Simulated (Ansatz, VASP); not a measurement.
## One calculation of Pt, two programs

```xyz
1
Lattice="-1.6211 1.6211 1.6211 1.6211 -1.6211 1.6211 1.6211 1.6211 -1.6211" Properties=species:S:1:pos:R:3 pbc="T T T"
Pt    0.0000    0.0000    0.0000
```

Alike in both runs: task relaxation of cell and atoms; functional PBEsol; k mesh 8 × 8 × 8; occupations gaussian, width 0.1 eV; no spin polarisation.

|  | VASP | Ansatz |
| --- | --- | --- |
| version | VASP 6.6.1 | Ansatz 0.2.0 |
| potentials or method | VASP PAW PBE potentials, release 64 (Pt), cutoff 500 eV | scalar-relativistic, plane waves, PAW |
| valence electrons in the cell | 10 | 18 |

|  | VASP | Ansatz | Ansatz less VASP |
| --- | --- | --- | --- |
| gap on the k mesh at the Fermi level, each at its own relaxed structure (eV) | none | none | - |
| relaxed volume (Å³/atom) | 15.27 | 15.29 | +0.021 |
| relaxed length of the cell vector where the two differ most in proportion (Å) | 2.707 | 2.708 | +0.0012 |

VASP's potentials were made for PBE, not for PBEsol. A gap of «none» marks a metal or a gap that the smearing closes. VASP's potentials hold 10 valence electrons a cell and Ansatz's 18, so a difference there can come from the potentials and not from the codes.

Spin-orbit coupling is off throughout.
